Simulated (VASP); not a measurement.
# S (P4_2/mnm) in VASP: a series of runs

The runs below take S through relaxation of cell and atoms, with PBEsol.

Everything below comes from runs of VASP 6.6.1. Logs are shortened: lines on timing, memory, paths and dates and some standing lists are left out, and cuts for length are marked.

### Step 1. The cell of the first run

It takes space group P4_2/mnm (No. 136, tetragonal). Conventional cell: a = 5.678 Å, b = 5.678 Å, c = 2.950 Å, α = 90.00°, β = 90.00°, γ = 90.00°. S (site symmetry m2m) has 1 S at 1.87 Å within 2.5 Å.

### Step 2. Relaxation of cell and atoms, PBEsol, target pressure 20 GPa, at which the enthalpy is minimised

INCAR reads:

```
PREC = Accurate
ENCUT = 600
EDIFF = 1E-6
ISMEAR = 0
SIGMA = 0.05
LREAL = F
LASPH = T
NELM = 80
ALGO = Normal
ISIF = 3
LWAVE = F
LCHARG = F
GGA = PS
IBRION = 2
NSW = 80
EDIFFG = -0.02
PSTRESS = 200.0
```

KPOINTS reads:

```
Automatic mesh
0
Gamma
  4 4 7
```

POSCAR reads:

```
S
1.0
    5.6780540000      0.0000000000      0.0000000000
    0.0000000000      5.6780540000      0.0000000000
    0.0000000000      0.0000000000      2.9496160000
S
4
Direct
    0.8833910000      0.8833910000      0.5000000000
    0.1166090000      0.1166090000      0.5000000000
    0.3833910000      0.6166090000      0.0000000000
    0.6166090000      0.3833910000      0.0000000000
```

Potentials or basis: VASP PAW PBE potentials, release 64 (S).

Run with:

```bash
> cat potpaw_PBE.64/S/POTCAR > POTCAR
> mpirun -np 1 vasp_std > vasp.out
```

OUTCAR:

```text
PREC = Accurate
   ENCUT = 600
   EDIFF = 1E-6
   ISMEAR = 0
   LREAL = F
   LASPH = T
   NELM = 80
   ISIF = 3
   GGA = PS
   IBRION = 2
   NSW = 80
   EDIFFG = -0.02
   PSTRESS = 200.0

 ion  position               nearest neighbor table
   1  0.883  0.883  0.500-   2 1.87
   2  0.117  0.117  0.500-   1 1.87
   3  0.383  0.617  0.000-   4 1.87
   4  0.617  0.383  0.000-   3 1.87

  LATTYP: Found a simple tetragonal cell.
 ALAT       =     5.6780540000
 C/A-ratio  =     0.5194765671

  Lattice vectors:

 A1 = (   5.6780540000,   0.0000000000,   0.0000000000)
 A2 = (   0.0000000000,   5.6780540000,   0.0000000000)
 A3 = (   0.0000000000,   0.0000000000,   2.9496160000)

Analysis of symmetry for initial positions (statically):
=====================================================================
 Subroutine PRICEL returns:
 Original cell was already a primitive cell.

 Routine SETGRP: Setting up the symmetry group for a
 simple tetragonal supercell.

 Subroutine GETGRP returns: Found 16 space group operations
 (whereof  8 operations were pure point group operations)
 out of a pool of 16 trial point group operations.

The static configuration has the point symmetry D_2h.
 The point group associated with its full space group is D_4h.

Analysis of symmetry for dynamics (positions and initial velocities):
=====================================================================
 Subroutine PRICEL returns:
 Original cell was already a primitive cell.

 Routine SETGRP: Setting up the symmetry group for a
 simple tetragonal supercell.

 Subroutine GETGRP returns: Found 16 space group operations
 (whereof  8 operations were pure point group operations)
 out of a pool of 16 trial point group operations.

The dynamic configuration has the point symmetry D_2h.
 The point group associated with its full space group is D_4h.

 Subroutine INISYM returns: Found 16 space group operations
 (whereof  8 operations are pure point group operations),
 and found     1 'primitive' translations

----------------------------------------------------------------------------------------

                                     Primitive cell

  volume of cell :      95.0965

  direct lattice vectors                    reciprocal lattice vectors
     5.678054000  0.000000000  0.000000000     0.176116677  0.000000000  0.000000000
     0.000000000  5.678054000  0.000000000     0.000000000  0.176116677  0.000000000
     0.000000000  0.000000000  2.949616000     0.000000000  0.000000000  0.339027182

  length of vectors
     5.678054000  5.678054000  2.949616000     0.176116677  0.176116677  0.339027182

  position of ions in fractional coordinates (direct lattice)
     0.883391000  0.883391000  0.500000000
     0.116609000  0.116609000  0.500000000
     0.383391000  0.616609000  0.000000000
[... 76 lines left out ...]
   LASPH  =      T    aspherical Exc in radial PAW
   ENCUT  =  600.0 eV  44.10 Ry    6.64 a.u.  11.34 11.34  5.89*2*pi/ulx,y,z
   NELM   =     80;   NELMIN=  2; NELMDL= -5     # of ELM steps
   EDIFF  = 0.1E-05   stopping-criterion for ELM
   LREAL  =      F    real-space projection
   EDIFFG = -.2E-01   stopping-criterion for IOM
   NSW    =     80    number of steps for IOM
   IBRION =      2    ionic relax: 0-MD 1-quasi-New 2-CG
   NFREE  =      1    steps in history (QN), initial steepest desc. (CG)
   ISIF   =      3    stress and relaxation
   ISYM   =      2    0-nonsym 1-usesym 2-fastsym
   POTIM  = 0.5000    time-step for ionic-motion
   TEBEG  =    0.0;   TEEND  =   0.0 temperature during run
   PSTRESS=  200.0 pullay stress
   NELECT =      24.0000    total number of electrons
   NUPDOWN=      -1.0000    fix difference up-down
   EMIN   =  10.00;   EMAX   =-10.00  energy-range for DOS
   EFERMI =   0.00;   METHOD = LEGACY
   ISMEAR =     0;   SIGMA  =   0.05  broadening in eV -4-tet -1-fermi 0-gaus
   EFERMI_NEDOS =   21; number of points for ismear=-14 and -15
   IALGO  =     38    algorithm
   IMIX   =      4    mixing-type and parameters
     AMIX     =   0.40;   BMIX     =  1.00
     AMIX_MAG =   1.60;   BMIX_MAG =  1.00
  volume/ion in A,a.u.               =      23.77       160.44
  Fermi-wavevector in a.u.,A,eV,Ry     =   1.034563  1.955041 14.562605  1.070321
  Thomas-Fermi vector in A             =   2.168865
   LORBIT       =      0    0 simple, 1 ext, 2 COOP (PROOUT), +10 PAW based schemes
   GGA     = PS    functional components
   LHFCALC =     F    Hartree Fock is set to
   AEXX    =    0.0000 exact exchange contribution
   IVDW    =     0    specifies the selected vdW correction
   LEPSILON=     F    determine dielectric tensor
   LRPA    =     F    only Hartree local field effects (RPA)
 conjugate gradient relaxation of ions
 non-spin polarized calculation
 Gauss-broadening in eV      SIGMA  =   0.05
  energy-cutoff  :      600.00
  volume of cell :       95.10
 maximum number of plane-waves:      3200
 NGX is ok and might be reduce to    48
   NGX = 23   NGY = 23   NGZ = 11

--------------------------------------- Ionic step        1  -------------------------------------------

 number of electron      24.0000003 magnetization

 Free energy of the ion-electron system (eV)
  ---------------------------------------------------
  ext. energy  EPLUGINS =         0.00000000
  ---------------------------------------------------
  free energy    TOTEN  =       -16.36760709 eV

  energy without entropy =      -16.36656560  energy(sigma->0) =      -16.36708635

 E-fermi :   2.8797     XC(G=0):  -9.0069

 val. band max:        2.8389987187   @ k =   0.2500   0.0000   0.4286
 cond. band min:       3.0356007427   @ k =   0.5000   0.0000   0.2857
 fundamental gap:      0.1966020240
 Fermi energy:         2.8796900131

 k-point     1 :       0.0000    0.0000    0.0000
  band No.  band energies     occupation
      1     -13.5923      2.00000
      2     -13.0261      2.00000
      3      -7.7241      2.00000
      4      -7.7241      2.00000
      5      -2.4404      2.00000
      6      -1.9476      2.00000
[... 560 lines left out ...]
  energy  without entropy=      -15.3362847897  energy(sigma->0) =      -15.33641533

  enthalpy is  TOTEN    =        -6.1974952812 eV   P V=        9.1390505976

[... ionic steps 4 to 12 ...]

--------------------------------------- Ionic step       13  -------------------------------------------

 number of electron      24.0000001 magnetization

------------------------ aborting loop because EDIFF is reached ----------------------------------------
[... 75 lines left out ...]
--------------------------------------- Ionic step       15  -------------------------------------------

 number of electron      24.0000002 magnetization

 Free energy of the ion-electron system (eV)
  ---------------------------------------------------
  ext. energy  EPLUGINS =         0.00000000
  ---------------------------------------------------
  free energy    TOTEN  =       -15.62191218 eV

  energy without entropy =      -15.61999016  energy(sigma->0) =      -15.62095117

 E-fermi :   8.7275     XC(G=0): -11.5055

 val. band max:        8.7162296401   @ k =   0.2500   0.0000   0.1429
 cond. band min:       8.8323820630   @ k =   0.0000   0.0000   0.4286
 fundamental gap:      0.1161524229
 Fermi energy:         8.7274601709

 k-point     1 :       0.0000    0.0000    0.0000
  band No.  band energies     occupation
      1     -10.1889      2.00000
      2      -7.7101      2.00000
      3      -4.1757      2.00000
      4      -4.1757      2.00000
      5       2.0487      2.00000
      6       2.6095      2.00000
[... 480 lines left out ...]
  energy  without entropy=      -15.6199901596  energy(sigma->0) =      -15.62095117

  enthalpy is  TOTEN    =        -8.3869190028 eV   P V=        7.2349931771

 reached required accuracy - stopping structural energy minimisation
```

OSZICAR:

```text
N       E                     dE             d eps       ncg     rms          rms(c)
DAV:   1     0.144441926068E+03    0.14444E+03   -0.11484E+04   768   0.143E+03
DAV:   2    -0.704858246127E+01   -0.15149E+03   -0.14961E+03  1056   0.227E+02
DAV:   3    -0.164643054172E+02   -0.94157E+01   -0.93782E+01  1056   0.668E+01
[... 130 lines left out ...]
  14 F= -.83868950E+01 E0= -.83859301E+01  d E =-.214117E-03
       N       E                     dE             d eps       ncg     rms          rms(c)
DAV:   1    -0.156219023853E+02   -0.33424E-03   -0.22595E-03   776   0.284E-01    0.786E-02
DAV:   2    -0.156219136046E+02   -0.11219E-04   -0.12185E-04  1016   0.783E-02    0.125E-02
DAV:   3    -0.156219123533E+02    0.12513E-05   -0.24655E-06   656   0.121E-02    0.677E-03
DAV:   4    -0.156219121799E+02    0.17338E-06   -0.17677E-06   440   0.897E-03
  15 F= -.83869190E+01 E0= -.83859580E+01  d E =-.240397E-04
```

CONTCAR:

```text
S
   1.00000000000000
     4.8371710767157143    0.0000000000000000    0.0000000000000000
    -0.0000000000000000    4.8371710767157143    0.0000000000000000
     0.0000000000000000    0.0000000000000000    2.4770559591310048
  S
     4
Direct
     0.8574713925047152    0.8574713925047152    0.5000000000000000
     0.1425286074952848    0.1425286074952848    0.5000000000000000
     0.3574713925047152    0.6425286074952848    0.0000000000000000
     0.6425286074952848    0.3574713925047152    0.0000000000000000

  0.00000000E+00  0.00000000E+00  0.00000000E+00
  0.00000000E+00  0.00000000E+00  0.00000000E+00
  0.00000000E+00  0.00000000E+00  0.00000000E+00
  0.00000000E+00  0.00000000E+00  0.00000000E+00
```

Wall time 2.5 min (1 thread of Intel Xeon 6975P-C (Granite Rapids), shared host); peak memory 0.24 GiB.

Results:

```
Free energy                                                : -15.6219 eV
Relaxed volume                                             : 14.49 Å³/atom
Relaxed cell                                               : a = 4.837 Å, b = 4.837 Å, c = 2.477 Å, α = 90.00°, β = 90.00°, γ = 90.00°
Space group after relaxing (to 0.1 Å)                      : P4_2/mnm (No. 136)
Energy change on relaxing (the run minimises the enthalpy) : +186.4 meV/atom
Ionic steps                                                : 15
Pressure after relaxing                                    : 20.0 GPa
Largest force after relaxing                               : 0.003 eV/Å
Band gap on the k mesh                                     : zero (bands 12 and 13 overlap by 5.38 eV)
```

Forces on the atoms (eV/Å):
```
S   -0.002 -0.002  0.000
S    0.002  0.002  0.000
S   -0.002  0.002  0.000
S    0.002 -0.002  0.000
```

The path:
```tsv
step	energy change (eV)	largest force (eV/Å)	pressure (GPa)	volume (Å³)
1	0.0000	0.5355	-0.30	95.10
2	3.8619	13.6663	58.62	59.37
3	1.0311	5.9581	22.15	73.21
4	0.5856	2.9168	21.28	62.33
5	0.8517	1.5164	25.64	57.98
6	1.0008	1.1979	27.64	56.64
7	0.5421	0.2535	17.41	59.79
8	0.6214	0.4376	19.37	59.12
9	0.6602	0.2540	19.58	58.72
10	0.7499	0.0743	20.08	57.95
11	0.7699	0.0125	20.37	57.77
12	0.7677	0.0189	20.34	57.78
13	0.7525	0.0222	20.06	57.90
14	0.7460	0.0233	19.94	57.96
15	0.7457	0.0032	20.01	57.96
```

Final structure:
```yaml
crystal:
  lattice:
    - [4.83717, 0.00000, 0.00000]
    - [0.00000, 4.83717, 0.00000]
    - [0.00000, 0.00000, 2.47706]
  atoms:
    - { symbol: S, position: [0.85747, 0.85747, 0.50000] }
    - { symbol: S, position: [0.14253, 0.14253, 0.50000] }
    - { symbol: S, position: [0.35747, 0.64253, 0.00000] }
    - { symbol: S, position: [0.64253, 0.35747, 0.00000] }
```

Caveat: the cell is relaxed towards a set pressure, so the run minimises the enthalpy, not the energy; the volume moved by over 15 % at a fixed basis, so the end points are rough; this functional lacks dispersion, which holds the molecules together, so the pressure and a relaxed volume are unreliable; the PAW data sets were made with another functional, which shifts forces and pressure a little.

### Step 3. Relaxation of cell and atoms, PBEsol, target pressure 30 GPa, at which the enthalpy is minimised

INCAR reads:

```
PREC = Accurate ; ENCUT = 600
EDIFF = 1E-6 ; ISMEAR = 0
SIGMA = 0.05 ; LREAL = False
LASPH = True ; NELM = 100
ALGO = Normal ; ISIF = 3
LWAVE = False ; LCHARG = False
GGA = PS ; IBRION = 2
NSW = 80 ; EDIFFG = -0.02
PSTRESS = 300.0
```

KPOINTS reads:

```
regular mesh
0
Gamma
  4 4 7
```

POSCAR is that of step 2.

Potentials or basis: VASP PAW PBE potentials, release 64 (S).

Run with:

```bash
> cat potpaw_PBE.64/S/POTCAR > POTCAR
> mpirun -np 1 vasp_std > vasp.out
```

It took 3.2 min on 1 thread of Intel Xeon 6975P-C (Granite Rapids), shared host; peak memory 0.24 GiB.

Results (log left out):

```yaml
Free_energy: -14.9464 eV
Relaxed_volume: 13.39 Å³/atom
Relaxed_cell: a = 4.704 Å, b = 4.704 Å, c = 2.421 Å, α = 90.00°, β = 90.00°, γ = 90.00°
Space_group_after_relaxing_to_0.1_Å: P4_2/mnm (No. 136)
Energy_change_on_relaxing_the_run_minimises_the_enthalpy: +355.3 meV/atom
Ionic_steps: 14
Pressure_after_relaxing: 30.2 GPa
Largest_force_after_relaxing: 0.008 eV/Å
Band_gap_on_the_k_mesh: zero (bands 12 and 13 overlap by 6.11 eV)
```

Forces in eV/Å, atoms in the order of the input:
```
S   -0.006 -0.006  0.000
S    0.006  0.006  0.000
S   -0.006  0.006  0.000
S    0.006 -0.006  0.000
```

Stress tensor (GPa, compression positive):
```
30.14  0.00  0.00
 0.00 30.14  0.00
 0.00  0.00 30.23
```

The path:
```csv
step,energy change (eV),largest force (eV/Å),pressure (GPa),volume (Å³)
1,0.0000,0.5355,-0.30,95.10
2,12.5632,31.3144,163.04,45.66
3,1.4704,7.5566,27.65,71.39
4,1.5361,0.9858,35.59,53.49
5,1.5898,0.9798,36.17,53.21
6,0.9994,0.0452,23.70,56.13
7,1.1810,0.3212,27.90,55.07
8,1.2590,0.3070,28.74,54.51
9,1.3284,0.2697,29.54,54.09
10,1.3624,0.2480,29.92,53.90
11,1.3973,0.0611,29.50,53.69
12,1.3925,0.0293,29.55,53.72
13,1.3916,0.0236,29.56,53.72
14,1.4212,0.0081,30.17,53.56
```

Final structure:
```xyz
4
Lattice="4.7039 0.0000 0.0000 0.0000 4.7039 0.0000 0.0000 0.0000 2.4207" Properties=species:S:1:pos:R:3 pbc="T T T"
S     4.0118    4.0118    1.2103
S     0.6921    0.6921    1.2103
S     1.6599    3.0440    2.4207
S     3.0440    1.6599    0.0000
```

Levels at points of the mesh, in eV from the Fermi level:
| k point | band 9 | band 10 | band 11 | band 12 | band 13 | band 14 | band 15 | band 16 |
| --- | --- | --- | --- | --- | --- | --- | --- | --- |
| (0.00, 0.00, 0.00) | -5.83 | 1.49 | 2.45 | 3.69 | 5.12 | 5.12 | 5.66 | 5.66 |
| (0.50, 0.00, 0.00) | -0.98 | -0.98 | 2.02 | 2.02 | 2.37 | 2.37 | 5.87 | 5.87 |
| (0.50, 0.50, 0.00) | -1.85 | -1.85 | 2.23 | 2.23 | 2.56 | 2.56 | 5.39 | 5.39 |

Caveat: the cell is relaxed towards a set pressure, so the run minimises the enthalpy, not the energy; the volume moved by over 15 % at a fixed basis, so the end points are rough; this functional lacks dispersion, which holds the molecules together, so the pressure and a relaxed volume are unreliable; the PAW data sets were made with another functional, which shifts forces and pressure a little.
